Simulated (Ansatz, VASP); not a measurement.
One calculation of MnS, two programs

```
Mn S
1.0
     0.00000    2.82336    2.82336
     2.82336    0.00000    2.82336
     2.82336    2.82336    0.00000
Mn S
1 1
Direct
  0.00000 0.00000 0.00000
  0.75000 0.75000 0.75000
```

Alike in both runs: functional r2SCAN; k mesh 12 × 12 × 12; occupations gaussian, width 0.02 eV; collinear spin.

Ansatz relaxed the structure, and its values are those at the end. VASP's run is a single point on that final structure, the one shown.

```csv
,VASP,Ansatz
version,VASP 6.6.1,Ansatz 0.2.0
potentials or method,"VASP PAW PBE potentials, release 64 (Mn_pv, S), cutoff 520 eV","scalar-relativistic, plane waves, PAW"
valence electrons in the cell,19,21
```

VASP gave:

| Quantity | Value |
| --- | --- |
| gap on the k mesh at the Fermi level (eV) | 0.73 |
| least direct gap on the mesh (eV) | 1.23 |
| pressure (GPa) | 0.1 |
| net moment per atom (μB) | 2.50 |
| size of the moment on the site where the two differ most (μB) | 4.48 |

**Question.** What did Ansatz give for the same quantities?

**Answer.** gap on the k mesh at the Fermi level (eV): 0.73; least direct gap on the mesh (eV): 1.22; pressure (GPa): 0.0; net moment per atom (μB): 2.50; size of the moment on the site where the two differ most (μB): 4.33.

VASP's potentials were made for PBE, not for r2SCAN. Site moments also hang on the region over which each program counts them. VASP's potentials hold 19 valence electrons a cell and Ansatz's 21, so a difference there can come from the potentials and not from the codes.
